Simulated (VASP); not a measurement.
HgTe (Coloradoite):

```xyz
2
Lattice="0.0000 3.2568 3.2568 3.2568 0.0000 3.2568 3.2568 3.2568 0.0000" Properties=species:S:1:pos:R:3 pbc="T T T"
Hg    0.0000    0.0000    0.0000
Te    4.8852    4.8852    4.8852
```

Base run:

```yaml
Program: VASP 6.6.1
Functional: r2SCAN
Potentials_or_basis: VASP PAW PBE potentials, release 64 (Hg, Te)
Cutoff: 520 eV
k_mesh: 7 × 7 × 7
Occupations: fermi-dirac, width 0.05 eV
Spin: no spin polarisation
```

Its results: band gap on the k mesh zero (filled and empty bands touch); pressure 1.3 GPa.

The run is repeated on the same cell with these changes: functional from r2SCAN to PBE exchange alone. What comes out?

Band gap on the k mesh zero (filled and empty bands touch); pressure 10.1 GPa.

Caveats: spin-orbit coupling is left out, which moves the levels of the heavy elements; the PAW data sets were made with another functional, which shifts forces and pressure a little (some runs).
